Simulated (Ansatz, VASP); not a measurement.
# LaH in VASP and in Ansatz

```
La H
1.0
    -2.62442    1.86611    1.86611
     2.62442   -1.86611    1.86611
     2.62442    1.86611   -1.86611
La H
1 1
Direct
  0.50000 0.50000 0.00000
  0.50000 0.00000 0.50000
```

Alike in both runs: functional PBE; k mesh 7 × 7 × 7; occupations gaussian, width 0.2 eV; no spin polarisation.

Ansatz relaxed the structure, and its values are those at the end. VASP's run is a single point on that final structure, the one shown.

|  | VASP | Ansatz |
| --- | --- | --- |
| version | VASP 6.6.1 | Ansatz 0.2.0 |
| potentials or method | VASP PAW PBE potentials, release 64 (La, H), cutoff 500 eV | scalar-relativistic, plane waves, PAW |
| valence electrons in the cell | 12 | 12 |

VASP gave:

| Quantity | Value |
| --- | --- |
| gap on the k mesh at the Fermi level (eV) | none |
| pressure (GPa) | 0.0 |

Problem. What did Ansatz give for the same quantities?

Solution. gap on the k mesh at the Fermi level (eV): none; pressure (GPa): 0.1.

A gap of «none» marks a metal or a gap that the smearing closes.

Neither program's run includes spin-orbit coupling.
